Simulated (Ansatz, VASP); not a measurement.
**NiO in VASP and in Ansatz**

The input INCAR:

```
SYSTEM = NiO
PREC     = Accurate       ! precision mode
ENCUT    = 520            ! plane-wave cutoff, eV
EDIFF    = 1E-6           ! SCF threshold, eV
ISMEAR   = -1             ! smearing method
SIGMA    = 0.05           ! smearing width, eV
LREAL    = .False.        ! projectors in reciprocal space
LASPH    = .True.         ! aspherical terms in the spheres
NELM     = 150            ! most SCF steps
ALGO     = Normal         ! electronic algorithm
ISIF     = 2              ! what is computed and relaxed
LWAVE    = .False.        ! write WAVECAR
LCHARG   = .False.        ! write CHGCAR
ISPIN    = 2              ! spin polarisation
MAGMOM   = 1 0            ! initial moments
LORBIT   = 11             ! projections on sites
LMAXMIX  = 4              ! l up to which the mixer works
GGA      = RE             ! functional
NBANDS   = 19             ! bands
```

Contents of KPOINTS:

```
Automatic mesh
0
Gamma
  6 6 6
  0 0 0
```

POSCAR

```
NiO
1.0
    0.0000000000      2.0859016414      2.0859016414
    2.0859016414      0.0000000000      2.0859016414
    2.0859016414      2.0859016414      0.0000000000
Ni O
1 1
Direct
    0.0000000000      0.0000000000      0.0000000000
    0.5000000000      0.5000000000      0.5000000000
```

input.yaml

```yaml
crystal:
  lattice:
    - [0.0, 2.0859016414, 2.0859016414]
    - [2.0859016414, 0.0, 2.0859016414]
    - [2.0859016414, 2.0859016414, 0.0]
  atoms:
    - { symbol: Ni, position: [0.0, 0.0, 0.0], spin: 1.0 }
    - { symbol: O, position: [0.5, 0.5, 0.5] }
hamiltonian:
  xc: revpbe
  pseudopotentials: { kind: paw }
magnetization:
  spin_polarized: true
kpoints:
  mp_grid: { grid: [6, 6, 6] }
scf:
  occupations: { method: fermi_dirac, width: 0.05 }
  n_extra_bands: 6
output:
  forces: true
  stress: true
  eigenvalues: true
  dos: { projected: true, de: 0.05, nscf_kmesh: { grid: [9, 9, 9] } }
```

Alike in both runs: functional revPBE; k mesh 6 × 6 × 6; occupations fermi-dirac, width 0.05 eV; collinear spin.

|  | VASP | Ansatz |
| --- | --- | --- |
| version | VASP 6.6.1 | Ansatz 0.2.0 |
| potentials or method | VASP PAW PBE potentials, release 64 (Ni, O) | Ansatz PAW |
| plane-wave cutoff (eV) | 520 | 420 |
| valence electrons in the cell | 16 | 24 |
| task | single point | projected density of states |

VASP gave:

- gap on the k mesh at the Fermi level (eV): none
- pressure (GPa): 10.4
- net moment per atom (μB): 0.87
- size of the moment on the site where the two differ most (μB): 0.26

Q: Estimate Ansatz's values.

A: gap on the k mesh at the Fermi level (eV): none; pressure (GPa): 10.5; net moment per atom (μB): 0.88; size of the moment on the site where the two differ most (μB): 0.28.

VASP's potentials were made for PBE, not for revPBE. Site moments also hang on the region over which each program counts them. A gap of «none» marks a metal or a gap that the smearing closes. VASP's potentials hold 16 valence electrons a cell and Ansatz's 24, so a difference there can come from the potentials and not from the codes.

The k mesh is coarse, so the values compare programs but aren't converged.
